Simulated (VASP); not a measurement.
Li2Sn: single point with PBE

The system is Li2Sn.

```
CELL_PARAMETERS angstrom
0.00000 3.27830 3.27830
3.27830 0.00000 3.27830
3.27830 3.27830 0.00000
ATOMIC_POSITIONS crystal
Sn 0.00000 0.00000 0.00000
Li 0.25000 0.25000 0.25000
Li 0.75000 0.75000 0.75000
```

- Program: VASP 6.6.1
- Task: single point
- Functional: PBE
- Potentials or basis: VASP PAW PBE potentials, release 64 (Sn_d, Li_sv)
- Cutoff: 750 eV
- k mesh: 11 × 11 × 11
- Occupations: gaussian, width 0.1 eV
- Spin: no spin polarisation
- Dipole correction: no
- Further INCAR settings: ALGO = Normal; EDIFF = 1e-06; NBANDS = 17

```
Pressure               : 0.0 GPa
Band gap on the k mesh : zero (bands 10 and 11 overlap by 2.65 eV)
```

Levels at points of the mesh, in eV from the Fermi level:
```tsv
k point	band 6	band 7	band 8	band 9	band 10	band 11	band 12	band 13	band 14	band 15
(0.00, 0.00, 0.00)	-20.76	-20.76	-7.45	1.74	1.74	1.74	4.05	4.05	4.05	4.25
```

Wall time 64 s on 1 thread of Intel(R) Xeon(R) 6975P-C (Granite Rapids), with other jobs on the host, peak memory 0.3 GiB.

Caveat: spin-orbit coupling is left out, which moves the levels of the heavy elements.
